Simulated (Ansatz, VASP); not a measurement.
## CdTe: VASP beside Ansatz

INCAR

```
SYSTEM = CdTe
PREC     = Accurate       ! precision mode
ENCUT    = 520            ! plane-wave cutoff, eV
EDIFF    = 1E-6           ! SCF threshold, eV
ISMEAR   = 0              ! smearing method
SIGMA    = 0.01           ! smearing width, eV
LREAL    = .False.        ! projectors in reciprocal space
LASPH    = .True.         ! aspherical terms in the spheres
NELM     = 60             ! most SCF steps
ALGO     = Normal         ! electronic algorithm
ISIF     = 2              ! what is computed and relaxed
LWAVE    = .False.        ! write WAVECAR
LCHARG   = .False.        ! write CHGCAR
GGA      = PS             ! functional
NBANDS   = 16             ! bands
```

File KPOINTS:

```
regular mesh
0
Gamma
  6 6 6
  0 0 0
```

File POSCAR:

```
CdTe
1.0
    0.0000000000      3.2156479188      3.2156479188
    3.2156479188      0.0000000000      3.2156479188
    3.2156479188      3.2156479188      0.0000000000
Cd Te
1 1
Direct
    0.0000000000      0.0000000000      0.0000000000
    0.2500000000      0.2500000000      0.2500000000
```

Input for Ansatz:

```yaml
crystal:
  lattice:
    - [0.0, 3.215647918752396, 3.215647918752396]
    - [3.215647918752396, 0.0, 3.215647918752396]
    - [3.215647918752396, 3.215647918752396, 0.0]
  atoms:
    - { symbol: Cd, position: [0.0, 0.0, 0.0] }
    - { symbol: Te, position: [0.25, 0.25, 0.25] }
basis:
  ecutwfc: 500.0
kpoints:
  mp_grid:
    grid: [6, 6, 6]
hamiltonian:
  xc: pbesol
scf:
  occupations:
    method: fixed
output:
  stress: true
```

Alike in both runs: task single point; functional PBEsol; k mesh 6 × 6 × 6; no spin polarisation.

|  | VASP | Ansatz |
| --- | --- | --- |
| version | VASP 6.6.1 | Ansatz 0.2.0 |
| potentials or method | VASP PAW PBE potentials, release 64 (Cd, Te), cutoff 520 eV | plane waves, PAW |
| occupations | gaussian, width 0.01 eV | fixed |
| valence electrons in the cell | 18 | 36 |

|  | VASP | Ansatz | Ansatz less VASP |
| --- | --- | --- | --- |
| pressure (GPa) | 1.4 | 1.2 | -0.18 |

VASP's potentials were made for PBE, not for PBEsol. VASP's potentials hold 18 valence electrons a cell and Ansatz's 36, so a difference there can come from the potentials and not from the codes.

Spin-orbit coupling is off throughout.
